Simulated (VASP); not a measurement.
B5P3:

```
B P
1.0
    -2.47629    2.47629    2.92702
     2.47629   -2.47629    2.92702
     2.47629    2.47629   -2.92702
B P
5 3
Direct
  0.50000 0.50000 0.50000
  0.00000 0.00000 0.50000
  0.50000 0.00000 0.00000
  0.00000 0.50000 0.00000
  0.00000 0.00000 0.00000
  0.50000 0.00000 0.50000
  0.00000 0.50000 0.50000
  0.50000 0.50000 0.00000
```

The cell was built from a structure type or drawn by symmetry, and may not be a known phase.

- Program: VASP 6.6.1
- Task: relaxation of cell and atoms
- Functional: PBE
- Potentials or basis: VASP PAW PBE potentials, release 64 (B, P)
- Cutoff: 600 eV
- k mesh: 6 × 6 × 6
- Occupations: gaussian, width 0.1 eV
- Spin: no spin polarisation

At the start: pressure 0.4 GPa; volume 8.97 Å³/atom.

**Question.** How do energy, volume and symmetry change on relaxing?

**Answer.** Over 4 steps the energy falls by 20.5 meV/atom and the volume is 8.99 Å³/atom (+0.2 %); space group I4/mmm (No. 139, to 0.1 Å) before and after.

The path:
| step | energy change (eV) | largest force (eV/Å) | pressure (GPa) | volume (Å³) |
| --- | --- | --- | --- | --- |
| 1 | 0.0000 | 0.0000 | 0.41 | 71.79 |
| 2 | -0.1614 | 0.0000 | 0.74 | 71.96 |
| 3 | -0.1638 | 0.0000 | 0.55 | 71.95 |
| 4 | -0.1643 | 0.0000 | 0.49 | 71.94 |

Final structure:
```
B P
1.0
    -2.51977    2.51977    2.83274
     2.51977   -2.51977    2.83274
     2.51977    2.51977   -2.83274
B P
5 3
Direct
  0.50000 0.50000 0.50000
  0.00000 0.00000 0.50000
  0.50000 0.00000 0.00000
  0.00000 0.50000 0.00000
  0.00000 0.00000 0.00000
  0.50000 0.00000 0.50000
  0.00000 0.50000 0.50000
  0.50000 0.50000 0.00000
```
